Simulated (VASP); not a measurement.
# NaSi2P3 (P1) in VASP: relaxation of cell and atoms with PBEsol

Aim: the relaxation of cell and atoms of NaSi2P3 with PBEsol.

All numbers are computed with VASP 6.6.1; they aren't measurements. Logs are shortened: lines on timing, memory, paths and dates and some standing lists are left out, and cuts for length are marked.

### Step 1. The cell of the first run

The typed cell holds 6 atoms: a = 3.682 Å, b = 3.721 Å, c = 10.610 Å, α = 92.01°, β = 89.34°, γ = 119.44°.

### Step 2. Relaxation of cell and atoms, PBEsol

File INCAR:

```
  PREC = Accurate
  ENCUT = 600
  EDIFF = 1E-6
  ISMEAR = -1
  SIGMA = 0.05
  LREAL = F
  LASPH = T
  NELM = 60
  ALGO = Normal
  ISIF = 3
  LWAVE = F
  LCHARG = F
  GGA = PS
  IBRION = 2
  NSW = 100
  EDIFFG = -0.01
```

File KPOINTS:

```
Automatic mesh
0
Gamma
  6 6 2
```

File POSCAR:

```
NaSi2P3
1.0
    3.6821234183      0.0071223314      0.0211427077
   -1.8348935893      3.2367329332     -0.0648291809
    0.0608590121     -0.1803416578     10.6078590451
Na Si P
1 2 3
Direct
    0.3490418221      0.6856586237      0.6776960057
    0.0107335404      0.0063839029      1.0288874142
    0.6760592590      0.3323718326      0.3201774545
   -0.0168355824     -0.0143888425      0.2431263833
    0.6789802785      0.3297761478      0.5223617397
    0.3182872779      0.6490976222      0.9535504363
```

Potentials or basis: VASP PAW PBE potentials, release 64 (Na_pv, Si, P).

The run is started by

```console
$ cat potpaw_PBE.64/Na_pv/POTCAR potpaw_PBE.64/Si/POTCAR potpaw_PBE.64/P/POTCAR > POTCAR
$ mpirun -np 1 vasp_std > vasp.out
```

OUTCAR:

```text
PREC = Accurate
   ENCUT = 600
   EDIFF = 1E-6
   ISMEAR = -1
   LREAL = F
   LASPH = T
   NELM = 60
   ISIF = 3
   GGA = PS
   IBRION = 2
   NSW = 100
   EDIFFG = -0.01

 ion  position               nearest neighbor table
   1  0.349  0.686  0.678-   5 2.70   5 2.70   5 2.71
   2  0.011  0.006  0.029-   6 2.25   6 2.26   4 2.28   6 2.36
   3  0.676  0.332  0.320-   5 2.15   4 2.23   4 2.30   4 2.36
   4  0.983  0.986  0.243-   3 2.23   2 2.28   3 2.30   3 2.36
   5  0.679  0.330  0.522-   3 2.15   1 2.70   1 2.70   1 2.71
   6  0.318  0.649  0.954-   2 2.25   2 2.26   2 2.36

  LATTYP: Found a triclinic cell.
 ALAT       =     3.7212198790
 B/A-ratio  =     0.9895118070
 C/A-ratio  =     2.8510990493
 COS(alpha) =     0.0114442137
 COS(beta)  =     0.0350321138
 COS(gamma) =     0.4914978185

  Lattice vectors:

 A1 = (   1.8348935893,  -3.2367329332,   0.0648291809)
 A2 = (   3.6821234183,   0.0071223314,   0.0211427077)
 A3 = (   0.0608590121,  -0.1803416578,  10.6078590451)

Analysis of symmetry for initial positions (statically):
=====================================================================
 Subroutine PRICEL returns:
 Original cell was already a primitive cell.

 Routine SETGRP: Setting up the symmetry group for a
 triclinic supercell.

 Subroutine GETGRP returns: Found  1 space group operations
 (whereof  1 operations were pure point group operations)
 out of a pool of  2 trial point group operations.

The static configuration has the point symmetry C_1 .

Analysis of symmetry for dynamics (positions and initial velocities):
=====================================================================
 Subroutine PRICEL returns:
 Original cell was already a primitive cell.

 Routine SETGRP: Setting up the symmetry group for a
 triclinic supercell.

 Subroutine GETGRP returns: Found  1 space group operations
 (whereof  1 operations were pure point group operations)
 out of a pool of  2 trial point group operations.

The dynamic configuration has the point symmetry C_1 .

 Subroutine INISYM returns: Found  1 space group operations
 (whereof  1 operations are pure point group operations),
 and found     1 'primitive' translations

----------------------------------------------------------------------------------------

                                     Primitive cell

  volume of cell :     126.5234

  direct lattice vectors                    reciprocal lattice vectors
     3.682123418  0.007122331  0.021142708     0.271278834  0.153808307  0.001058487
    -1.834893589  3.236732933 -0.064829181    -0.000627280  0.308703096  0.005251786
     0.060859012 -0.180341658 10.607859045    -0.000544524  0.001580059  0.094299715

  length of vectors
     3.682191007  3.721219879 10.609566459     0.311849838  0.308748403  0.094314524

  position of ions in fractional coordinates (direct lattice)
     0.349041822  0.685658624  0.677696006
     0.010733540  0.006383903  0.028887414
     0.676059259  0.332371833  0.320177454
     0.983164418  0.985611158  0.243126383
     0.678980278  0.329776148  0.522361740
     0.318287278  0.649097622  0.953550436

  ion indices of the primitive-cell ions
   primitive index   ion index
                 1           1
                 2           2
                 3           3
                 4           4
                 5           5
                 6           6

----------------------------------------------------------------------------------------

 KPOINTS: Automatic mesh

Automatic generation of k-mesh.
 Grid dimensions read from file:
 generate k-points for:    6    6    2

 Generating k-lattice:

  Cartesian coordinates                     Fractional coordinates (reciprocal lattice)
     0.045213139  0.025634718  0.000176415     0.166666667  0.000000000  0.000000000
    -0.000104547  0.051450516  0.000875298    -0.000000000  0.166666667 -0.000000000
    -0.000272262  0.000790030  0.047149858     0.000000000  0.000000000  0.500000000

  Length of vectors
     0.051974973  0.051458067  0.047157262

  Shift w.r.t. Gamma in fractional coordinates (k-lattice)
     0.000000000  0.000000000  0.000000000

 Subroutine IBZKPT returns following result:
 ===========================================

 Found     40 irreducible k-points:

 Following reciprocal coordinates:
            Coordinates               Weight
  0.000000  0.000000  0.000000      1.000000
  0.166667  0.000000 -0.000000      2.000000
  0.333333  0.000000  0.000000      2.000000
  0.500000  0.000000 -0.000000      1.000000
  0.000000  0.166667  0.000000      2.000000
  0.166667  0.166667  0.000000      2.000000
[... 16 lines left out ...]
  0.333333  0.000000  0.500000      2.000000
  0.500000 -0.000000  0.500000      1.000000
 [... further k-points ...]
   k-points           NKPTS =     40   k-points in BZ     NKDIM =     40   number of bands    NBANDS=     19
   number of dos      NEDOS =    301   number of ions     NIONS =      6
   total plane-waves  NPLWV =  81000
   dimension x,y,z NGX =    30 NGY =   30 NGZ =   90
   dimension x,y,z NGXF=    60 NGYF=   60 NGZF=  180
   ions per type =               1   2   3
   NGX,Y,Z   is equivalent  to a cutoff of  13.54, 13.40, 14.10 a.u.
   NGXF,Y,Z  is equivalent  to a cutoff of  27.09, 26.81, 28.20 a.u.
 SYSTEM =  unknown system
   PREC   = accura    normal or accurate (medium, high low for compatibility)
   ISTART =      0    job   : 0-new  1-cont  2-samecut
   ICHARG =      2    charge: 1-file 2-atom 10-const
   ISPIN  =      1    spin polarized calculation?
   LNONCOLLINEAR =      F non collinear calculations
   LSORBIT =      F    spin-orbit coupling
   LASPH  =      T    aspherical Exc in radial PAW
   ENCUT  =  600.0 eV  44.10 Ry    6.64 a.u.   7.35  7.43 21.19*2*pi/ulx,y,z
   NELM   =     60;   NELMIN=  2; NELMDL= -5     # of ELM steps
   EDIFF  = 0.1E-05   stopping-criterion for ELM
   LREAL  =      F    real-space projection
   EDIFFG = -.1E-01   stopping-criterion for IOM
   NSW    =    100    number of steps for IOM
   IBRION =      2    ionic relax: 0-MD 1-quasi-New 2-CG
   NFREE  =      1    steps in history (QN), initial steepest desc. (CG)
   ISIF   =      3    stress and relaxation
   ISYM   =      2    0-nonsym 1-usesym 2-fastsym
   POTIM  = 0.5000    time-step for ionic-motion
   TEBEG  =    0.0;   TEEND  =   0.0 temperature during run
   PSTRESS=    0.0 pullay stress
   NELECT =      30.0000    total number of electrons
   NUPDOWN=      -1.0000    fix difference up-down
   EMIN   =  10.00;   EMAX   =-10.00  energy-range for DOS
   EFERMI =   0.00;   METHOD = LEGACY
   ISMEAR =    -1;   SIGMA  =   0.05  broadening in eV -4-tet -1-fermi 0-gaus
   EFERMI_NEDOS =   21; number of points for ismear=-14 and -15
   IALGO  =     38    algorithm
   IMIX   =      4    mixing-type and parameters
     AMIX     =   0.40;   BMIX     =  1.00
     AMIX_MAG =   1.60;   BMIX_MAG =  1.00
  volume/ion in A,a.u.               =      21.09       142.30
  Fermi-wavevector in a.u.,A,eV,Ry     =   1.013270  1.914802 13.969308  1.026715
  Thomas-Fermi vector in A             =   2.146428
   LORBIT       =      0    0 simple, 1 ext, 2 COOP (PROOUT), +10 PAW based schemes
   GGA     = PS    functional components
   LHFCALC =     F    Hartree Fock is set to
   AEXX    =    0.0000 exact exchange contribution
   IVDW    =     0    specifies the selected vdW correction
   LEPSILON=     F    determine dielectric tensor
   LRPA    =     F    only Hartree local field effects (RPA)
 conjugate gradient relaxation of ions
 non-spin polarized calculation
  energy-cutoff  :      600.00
  volume of cell :      126.52
 maximum number of plane-waves:      4261
 NGX is ok and might be reduce to    30
   NGX = 15   NGY = 15   NGZ = 43

--------------------------------------- Ionic step        1  -------------------------------------------

 number of electron      30.0000001 magnetization

 Free energy of the ion-electron system (eV)
  ---------------------------------------------------
  ext. energy  EPLUGINS =         0.00000000
  ---------------------------------------------------
  free energy    TOTEN  =       -30.02057934 eV

  energy without entropy =      -30.00215228  energy(sigma->0) =      -30.01136581

------------------------ aborting loop because EDIFF is reached ----------------------------------------

  FORCE on cell =-STRESS in cart. coord.  units (eV):
  Direction    XX          YY          ZZ          XY          YZ          ZX
  --------------------------------------------------------------------------------------
  -------------------------------------------------------------------------------------
  Total       -0.2706175      0.2619214     -1.0342868     -1.2456183     -0.0868838     -0.5616800
  in kB       -3.4268541      3.3167348    -13.0972696    -15.7733803     -1.1002173     -7.1126061
  external PRESSURE =      -4.4024630 kB  Pullay stress =       0.0000000 kB
[... 101 lines left out ...]
  FREE ENERGIE OF THE ION-ELECTRON SYSTEM (eV)
  ---------------------------------------------------
  free  energy   TOTEN  =       -30.0866001242 eV

  energy  without entropy=      -30.0692368685  energy(sigma->0) =      -30.07791850

[... ionic steps 4 to 80 ...]

--------------------------------------- Ionic step       81  -------------------------------------------

 number of electron      30.0000002 magnetization

------------------------ aborting loop because EDIFF is reached ----------------------------------------
[... 75 lines left out ...]
--------------------------------------- Ionic step       83  -------------------------------------------

 number of electron      30.0000002 magnetization

 Free energy of the ion-electron system (eV)
  ---------------------------------------------------
  ext. energy  EPLUGINS =         0.00000000
  ---------------------------------------------------
  free energy    TOTEN  =       -31.40122654 eV

  energy without entropy =      -31.39604578  energy(sigma->0) =      -31.39863616

 E-fermi :   6.2940     XC(G=0):  -9.7952

 val. band max:        6.1468067482   @ k =  -0.3333   0.3333   0.5000
 cond. band min:       6.4398085830   @ k =   0.0000   0.1667   0.5000
 fundamental gap:      0.2930018348
 Fermi energy:         6.2940009220

 k-point     1 :       0.0000    0.0000    0.0000
  band No.  band energies     occupation
      1     -18.0504      2.00000
      2     -18.0320      2.00000
      3     -18.0289      2.00000
      4      -8.2047      2.00000
      5      -7.5309      2.00000
      6      -4.7849      2.00000
[... 505 lines left out ...]
      6      -4.2548      2.00000
[... 11 lines left out ...]
     18       7.4544      0.00000
     19       8.9420      0.00000

 [... further k-points ...]

------------------------ aborting loop because EDIFF is reached ----------------------------------------

  FORCE on cell =-STRESS in cart. coord.  units (eV):
  Direction    XX          YY          ZZ          XY          YZ          ZX
  --------------------------------------------------------------------------------------
  -------------------------------------------------------------------------------------
  Total        0.0043010      0.0047502     -0.0030413     -0.0051281     -0.0019973     -0.0055059
  in kB        0.0628746      0.0694415     -0.0444594     -0.0749658     -0.0291984     -0.0804884
  external PRESSURE =       0.0292856 kB  Pullay stress =       0.0000000 kB
[... 21 lines left out ...]
  FREE ENERGIE OF THE ION-ELECTRON SYSTEM (eV)
  ---------------------------------------------------
  free  energy   TOTEN  =       -31.4012265366 eV

  energy  without entropy=      -31.3960457813  energy(sigma->0) =      -31.39863616

 reached required accuracy - stopping structural energy minimisation
```

Run time: 38 min. Hardware: 1 thread of Intel Xeon 6975P-C (Granite Rapids), shared host; peak memory 0.37 GiB.

Results:

```yaml
Free_energy: -31.4012 eV
Relaxed_volume: 18.27 Å³/atom
Relaxed_cell: a = 3.493 Å, b = 3.642 Å, c = 10.867 Å, α = 109.55°, β = 87.78°, γ = 121.41°
Space_group_after_relaxing_to_0.1_Å: Cm (No. 8)
Energy_gained_by_relaxing: 230.1 meV/atom
Ionic_steps: 83
Pressure_after_relaxing: 0.0 GPa
Largest_force_after_relaxing: 0.009 eV/Å
Band_gap_on_the_k_mesh: zero (bands 15 and 16 overlap by 0.78 eV)
```

Forces on the atoms (eV/Å):
```
Na   0.004  0.003 -0.002
Si   0.006 -0.006  0.002
Si  -0.001  0.004  0.004
P   -0.001 -0.006 -0.006
P   -0.008  0.002  0.004
P    0.000  0.003 -0.001
```

Step by step:
| step | energy change (eV) | largest force (eV/Å) | pressure (GPa) | volume (Å³) |
| --- | --- | --- | --- | --- |
| 1 | 0.0000 | 1.0302 | -0.44 | 126.52 |
| 4 | -0.0773 | 0.2332 | -0.23 | 126.01 |
| 7 | -0.0858 | 0.1475 | 0.08 | 125.26 |
| 10 | -0.0925 | 0.1275 | -0.10 | 125.10 |
| 13 | -0.1000 | 0.2281 | 0.29 | 123.80 |
| 16 | -0.1184 | 0.2367 | 0.10 | 123.34 |
| 19 | -0.1289 | 0.3468 | -0.11 | 122.88 |
| 22 | -0.2073 | 1.1860 | -1.46 | 120.23 |
| 25 | -0.2720 | 2.1466 | -2.29 | 117.96 |
| 28 | -0.3103 | 2.0433 | -1.96 | 116.79 |
| 31 | -0.3273 | 1.9459 | -1.84 | 116.56 |
| 34 | -0.4690 | 1.7449 | -1.72 | 115.89 |
| 37 | -0.9572 | 1.4189 | 2.13 | 110.16 |
| 40 | -1.1175 | 0.5521 | -0.36 | 112.79 |
| 43 | -1.1901 | 0.3551 | -0.03 | 112.20 |
| 46 | -1.2491 | 0.3247 | -0.08 | 111.52 |
| 49 | -1.2736 | 0.4763 | 0.19 | 110.87 |
| 52 | -1.2960 | 0.3425 | 0.27 | 110.59 |
| 55 | -1.3273 | 0.1684 | -0.16 | 111.04 |
| 58 | -1.3500 | 0.1445 | -0.35 | 110.56 |
| 61 | -1.3594 | 0.1028 | 0.00 | 109.71 |
| 64 | -1.3676 | 0.1849 | 0.42 | 108.72 |
| 67 | -1.3736 | 0.1485 | -0.10 | 109.07 |
| 70 | -1.3768 | 0.1008 | 0.07 | 108.97 |
| 73 | -1.3796 | 0.0592 | 0.02 | 109.34 |
| 76 | -1.3804 | 0.0197 | -0.01 | 109.54 |
| 79 | -1.3805 | 0.0149 | 0.02 | 109.58 |
| 82 | -1.3806 | 0.0129 | -0.02 | 109.63 |
| 83 | -1.3806 | 0.0093 | 0.00 | 109.60 |

Final structure:
```cif
data_structure
_symmetry_space_group_name_H-M 'P 1'
_symmetry_Int_Tables_number 1
_cell_length_a 3.4934
_cell_length_b 3.6421
_cell_length_c 10.8667
_cell_angle_alpha 109.553
_cell_angle_beta 87.777
_cell_angle_gamma 121.413
_cell_volume 109.60
loop_
_atom_site_label
_atom_site_type_symbol
_atom_site_fract_x
_atom_site_fract_y
_atom_site_fract_z
_atom_site_occupancy
Na1 Na 0.39561 0.76184 0.69247 1
Si1 Si 0.94040 0.86923 0.02483 1
Si2 Si 0.83132 0.65588 0.36874 1
P1 P 0.05493 0.14401 0.24441 1
P2 P 0.59580 0.15966 0.49046 1
P3 P 0.19821 0.39828 0.92489 1
```

Caveat: the PAW data sets were made with another functional, which shifts forces and pressure a little.
